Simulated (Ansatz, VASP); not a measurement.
Ir: VASP beside Ansatz

```
Ir
1.0
     2.48152    0.00000    0.00000
     0.00000    2.48152    0.00000
     0.00000    0.00000    2.48152
Ir
1
Direct
  0.00000 0.00000 0.00000
```

Alike in both runs: task relaxation of cell and atoms; functional RPBE; k mesh 13 × 13 × 13; occupations fermi-dirac, width 0.1 eV; no spin polarisation.

|  | VASP | Ansatz |
| --- | --- | --- |
| version | VASP 6.6.1 | Ansatz 0.2.0 |
| potentials or method | VASP PAW PBE potentials, release 64 (Ir), cutoff 600 eV | plane waves (420 eV) with PAW, scalar-relativistic |
| valence electrons in the cell | 9 | 17 |

|  | VASP | Ansatz | Ansatz less VASP |
| --- | --- | --- | --- |
| relaxed volume (Å³/atom) | 17.28 | 17.28 | -0.005 |
| relaxed cell length with the largest relative difference (Å) | 2.585 | 2.585 | -0.0002 |

VASP's potentials were made for PBE, not for RPBE. VASP's potentials hold 9 valence electrons a cell and Ansatz's 17, so a difference there can come from the potentials and not from the codes.

Neither program's run includes spin-orbit coupling.
